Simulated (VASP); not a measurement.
# AlIn2Sb2As (Cmmm) in VASP: notebook, part 2 of 2

VASP 6.6.1. The steps go on from the part before.

### Step 4. Relaxation of cell and atoms, PBE

File INCAR:

```
PREC     = Accurate       # precision mode
ENCUT    = 600            # plane-wave cutoff, eV
EDIFF    = 1E-6           # SCF threshold, eV
ISMEAR   = 0              # smearing method
SIGMA    = 0.1            # smearing width, eV
LREAL    = F              # projectors in reciprocal space
LASPH    = T              # aspherical terms in the spheres
NELM     = 80             # most SCF steps
ALGO     = Normal         # electronic algorithm
ISIF     = 3              # what is computed and relaxed
LWAVE    = F              # write WAVECAR
LCHARG   = F              # write CHGCAR
GGA      = PE             # functional
IBRION   = 2              # ionic algorithm
NSW      = 90             # ionic steps
EDIFFG   = -0.04          # ionic threshold
```

File KPOINTS:

```
regular mesh
0
Gamma
  4 4 6
```

File POSCAR:

```
AlIn2Sb2As
1.0
    3.3829038200     -5.7114377300      0.0000000000
    3.3829038200      5.7114377300      0.0000000000
    0.0000000000      0.0000000000      3.6166252800
Al In Sb As
1 2 2 1
Direct
    0.0000000000      0.0000000000      0.0000000000
    0.5000000000      0.0000000000      0.5000000000
    0.0000000000      0.5000000000      0.5000000000
    0.6717090000      0.3282910000      0.0000000000
    0.3282910000      0.6717090000      0.0000000000
    0.5000000000      0.5000000000      0.5000000000
```

Started as:

```sh
$ cat potpaw_PBE.64/Al/POTCAR potpaw_PBE.64/In_d/POTCAR potpaw_PBE.64/Sb/POTCAR potpaw_PBE.64/As/POTCAR > POTCAR
$ mpirun -np 1 vasp_std > vasp.out
```

Wall time 79 min (1 thread of Intel Xeon 8259CL, shared host); peak memory 0.41 GiB.

It converged, with:

```
Free energy                           : -19.9074 eV
Relaxed volume                        : 29.00 Å³/atom
Relaxed cell                          : a = 5.676 Å, b = 5.676 Å, c = 5.702 Å, α = 90.00°, β = 90.00°, γ = 108.68°
Space group after relaxing (to 0.1 Å) : Cmmm (No. 65)
Energy gained by relaxing             : 747.5 meV/atom
Ionic steps                           : 32
Pressure after relaxing               : 0.0 GPa
Largest force after relaxing          : 0.009 eV/Å
Band gap on the k mesh                : zero (bands 22 and 23 overlap by 1.56 eV)
```

Forces on the atoms (eV/Å):
```
Al   0.000  0.000  0.000
In   0.000  0.000  0.000
In   0.000  0.000  0.000
Sb   0.000 -0.009  0.000
Sb   0.000  0.009  0.000
As   0.000  0.000  0.000
```

Stress tensor (GPa, compression positive):
```
 0.01  0.00  0.00
 0.00 -0.04  0.00
 0.00  0.00  0.09
```

Step by step:
| step | energy change (eV) | largest force (eV/Å) | pressure (GPa) | volume (Å³) |
| --- | --- | --- | --- | --- |
| 1 | 0.0000 | 1.3085 | 25.96 | 139.76 |
| 2 | -3.0175 | 0.3063 | -4.13 | 230.08 |
| 3 | -3.5252 | 0.3353 | 0.14 | 192.97 |
| 4 | -3.5288 | 0.3272 | -0.48 | 196.43 |
| 5 | -3.5291 | 0.3302 | -0.27 | 195.17 |
| 6 | -3.5763 | 0.1905 | -0.13 | 193.64 |
| 7 | -3.6682 | 0.2696 | 0.43 | 188.75 |
| 8 | -3.6021 | 1.2021 | 2.28 | 177.63 |
| 9 | -3.6883 | 0.4119 | 0.76 | 186.49 |
| 10 | -3.7257 | 0.3883 | 0.37 | 187.02 |
| 11 | -3.7853 | 0.4235 | -0.62 | 188.33 |
| 12 | -3.7866 | 0.4415 | -0.74 | 188.50 |
| 13 | -3.8076 | 0.4474 | -0.56 | 186.35 |
| 14 | -3.8355 | 0.4969 | -0.08 | 181.72 |
| 15 | -3.8429 | 0.5676 | 1.24 | 172.41 |
| 16 | -3.8600 | 0.4932 | 1.14 | 172.16 |
| 17 | -3.8998 | 0.2713 | 1.03 | 171.30 |
| 18 | -4.0970 | 0.2093 | 0.90 | 169.18 |
| 19 | -4.0171 | 1.4036 | 5.12 | 163.43 |
| 20 | -4.2193 | 0.0515 | 1.25 | 167.63 |
| 21 | -4.2090 | 0.6719 | 3.39 | 164.79 |
| 22 | -4.2625 | 0.1709 | 1.92 | 166.43 |
| 23 | -4.2621 | 0.2971 | 2.28 | 165.93 |
| 24 | -4.3128 | 0.4489 | 1.89 | 169.40 |
| 25 | -4.3162 | 0.5825 | 1.73 | 171.55 |
| 26 | -4.3975 | 0.3378 | 0.11 | 177.73 |
| 27 | -4.4095 | 0.2088 | -0.66 | 181.30 |
| 28 | -4.4459 | 0.1141 | -0.63 | 179.67 |
| 29 | -4.4810 | 0.0405 | -0.46 | 176.49 |
| 30 | -4.4827 | 0.0669 | -0.38 | 175.69 |
| 31 | -4.4827 | 0.0702 | -0.37 | 175.58 |
| 32 | -4.4850 | 0.0085 | 0.02 | 174.03 |

Final structure:
```xyz
6
Lattice="3.3090 -4.6117 0.0000 3.3090 4.6117 0.0000 0.0000 0.0000 5.7020" Properties=species:S:1:pos:R:3 pbc="T T T"
Al    0.0000    0.0000    0.0000
In    1.6545   -2.3058    2.8510
In    1.6545    2.3058    2.8510
Sb    3.3090   -1.9336    0.0000
Sb    3.3090    1.9336    0.0000
As    3.3090    0.0000    2.8510
```

Levels at points of the mesh, in eV from the Fermi level:
| k point | band 18 | band 19 | band 20 | band 21 | band 22 | band 23 | band 24 | band 25 | band 26 |
| --- | --- | --- | --- | --- | --- | --- | --- | --- | --- |
| (0.00, 0.00, 0.00) | -3.32 | -2.86 | -2.03 | -0.81 | -0.61 | -0.29 | 0.10 | 0.71 | 1.75 |
| (0.50, 0.00, 0.00) | -2.72 | -2.57 | -2.33 | -0.92 | -0.79 | 0.31 | 1.21 | 1.59 | 2.07 |
| (0.50, 0.50, 0.00) | -2.58 | -2.22 | -0.99 | -0.54 | -0.15 | 0.92 | 1.13 | 1.75 | 1.97 |
| (0.00, 0.00, 0.50) | -3.14 | -2.57 | -2.32 | -1.70 | -0.55 | -0.18 | 0.72 | 0.79 | 1.36 |
| (0.50, 0.00, 0.50) | -3.07 | -1.27 | -1.25 | -0.10 | 0.25 | 0.44 | 1.80 | 1.97 | 2.09 |
| (0.50, 0.50, 0.50) | -2.84 | -0.80 | -0.34 | 0.35 | 0.47 | 1.72 | 2.01 | 2.27 | 2.86 |

Caveat: the volume moved by over 15 % at a fixed basis, so the end points are rough; spin-orbit coupling is left out, which moves the levels of the heavy elements.

### Step 5. Single point, PBE

This run uses another cell than the first one, of 30.06 Å³/atom.

File INCAR:

```
SYSTEM = AlIn2Sb2As
  ALGO = Normal
  EDIFF = 1E-7
  ENCUT = 520
  GGA = PE
  ISIF = 2
  ISMEAR = 0
  LASPH = .True.
  LCHARG = .False.
  LREAL = .False.
  LWAVE = .False.
  NBANDS = 31
  NELM = 60
  PREC = Accurate
  SIGMA = 0.1
```

File KPOINTS:

```
k-points
0
Gamma
  8 8 10
  0 0 0
```

File POSCAR:

```
AlIn2Sb2As
1.0
    2.7420691484     -7.9923357136      0.0000000000
    2.7420691484      7.9923357136      0.0000000000
    0.0000000000      0.0000000000      4.1144193795
Al In Sb As
1 2 2 1
Direct
    0.0000000000      0.0000000000      0.0000000000
    0.5000000000      0.0000000000      0.5000000000
    0.0000000000      0.5000000000      0.5000000000
    0.6233311328      0.3766688672      0.0000000000
    0.3766688672      0.6233311328      0.0000000000
    0.5000000000      0.5000000000      0.5000000000
```

Started as:

```sh
$ cat potpaw_PBE.64/Al/POTCAR potpaw_PBE.64/In_d/POTCAR potpaw_PBE.64/Sb/POTCAR potpaw_PBE.64/As/POTCAR > POTCAR
$ mpirun -np 1 vasp_std > vasp.out
```

Wall time 25 min (1 thread of Intel Xeon 8259CL, shared host); peak memory 0.89 GiB.

It converged, with:

```yaml
Free_energy: -19.7353 eV
Pressure: 0.0 GPa
Largest_force: 0.003 eV/Å
Band_gap_on_the_k_mesh: zero (bands 22 and 23 overlap by 1.47 eV)
```

Forces on the atoms (eV/Å):
```
Al   0.000  0.000  0.000
In   0.000  0.000  0.000
In   0.000  0.000  0.000
Sb   0.000 -0.003  0.000
Sb   0.000  0.003  0.000
As   0.000  0.000  0.000
```

Levels at points of the mesh, in eV from the Fermi level:
| k point | band 19 | band 20 | band 21 | band 22 | band 23 | band 24 | band 25 | band 26 |
| --- | --- | --- | --- | --- | --- | --- | --- | --- |
| (0.00, 0.00, 0.00) | -2.70 | -1.14 | 0.22 | 0.46 | 0.74 | 0.98 | 1.12 | 1.45 |
| (0.50, 0.00, 0.00) | -1.57 | -0.20 | 0.08 | 0.41 | 0.71 | 1.75 | 2.60 | 2.85 |
| (0.50, 0.50, 0.00) | -1.67 | -1.55 | -0.88 | -0.85 | -0.78 | 0.99 | 2.59 | 2.82 |
| (0.00, 0.00, 0.50) | -1.39 | -1.37 | -1.12 | -0.86 | -0.31 | 0.44 | 0.60 | 0.93 |
| (0.50, 0.00, 0.50) | -2.44 | -1.92 | -1.86 | -0.91 | 0.65 | 1.36 | 1.58 | 3.14 |
| (0.50, 0.50, 0.50) | -2.12 | -1.88 | -1.55 | -0.80 | -0.51 | -0.40 | 0.80 | 1.43 |

Caveat: spin-orbit coupling is left out, which moves the levels of the heavy elements.

### Step 6. Overview

| task | cell | k mesh | cutoff (eV) | gap on the mesh (eV) | pressure (GPa) | largest force (eV/Å) |
| --- | --- | --- | --- | --- | --- | --- |
| single point | a = 6.638, b = 6.638, c = 3.617 Å, angles 90.0, 90.0, 118.7°, 6 atoms, atomic positions A | 4 × 4 × 6 | 520 | none | 25.9 | 1.31 |
| single point | a = 8.506, b = 8.506, c = 4.051 Å, angles 90.0, 90.0, 142.2°, 6 atoms, atomic positions B | 4 × 4 × 6 | 520 | none | 0.1 | 0.01 |
| relaxation of cell and atoms | relaxed from a = 6.638, b = 6.638, c = 3.617 Å, angles 90.0, 90.0, 118.7°, 6 atoms, atomic positions A | 4 × 4 × 6 | 600 | none | 0.0 | 0.01 |
| single point | a = 8.450, b = 8.450, c = 4.114 Å, angles 90.0, 90.0, 142.1°, 6 atoms, atomic positions C | 8 × 8 × 10 | 520 | none | 0.0 | - |

Alike in all rows: level PBE; potentials or basis VASP PAW PBE potentials, release 64 (Al, In_d, Sb, As); no spin polarisation; smearing gaussian 0.1 eV.

Caveats: spin-orbit coupling is left out, which moves the levels of the heavy elements; the cell stands under pressure (at least some runs); forces of over 1 eV/Å act on the atoms, so gaps and moduli don't describe the material at rest (at least some runs); the volume moved by over 15 % at a fixed basis, so the end points are rough (at least some runs).

Total energies depend on the potentials used, so only differences within one code and one set of settings carry meaning.
